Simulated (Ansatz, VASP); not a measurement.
# One calculation of HfB, two programs

```xyz
2
Lattice="0.0000 2.4255 2.3100 2.4255 0.0000 2.3100 2.4255 2.4255 0.0000" Properties=species:S:1:pos:R:3 pbc="T T T"
Hf    2.4255    2.4255    2.3100
B     0.0000    0.0000    0.0000
```

Change from the starting cell: strain +0.050 along x and y, +0.000 along z, atoms carried along.

Alike in both runs: task single point; functional PBEsol; k mesh 18 × 18 × 18; occupations gaussian, width 0.15 eV; no spin polarisation.

```csv
,VASP,Ansatz
version,VASP 6.6.1,Ansatz 0.2.0
potentials or method,"VASP PAW PBE potentials, release 64 (Hf_pv, B), cutoff 500 eV","scalar-relativistic, plane waves, PAW"
valence electrons in the cell,13,29
```

Ansatz gave:

```
gap on the k mesh at the Fermi level (eV)                     : none
pressure (GPa)                                                : 2.4
traceless stress, the component that is largest in VASP (GPa) : 12.57
```

Q: What did VASP give for the same quantities?

A: gap on the k mesh at the Fermi level (eV): none; pressure (GPa): 2.8; traceless stress, the component that is largest in VASP (GPa): 12.76.

VASP's potentials were made for PBE, not for PBEsol. A gap of «none» marks a metal or a gap that the smearing closes. The functional is the same, so the differences come from potentials, cutoffs and numerics. VASP's potentials hold 13 valence electrons a cell and Ansatz's 29, so a difference there can come from the potentials and not from the codes.

Neither program's run includes spin-orbit coupling.
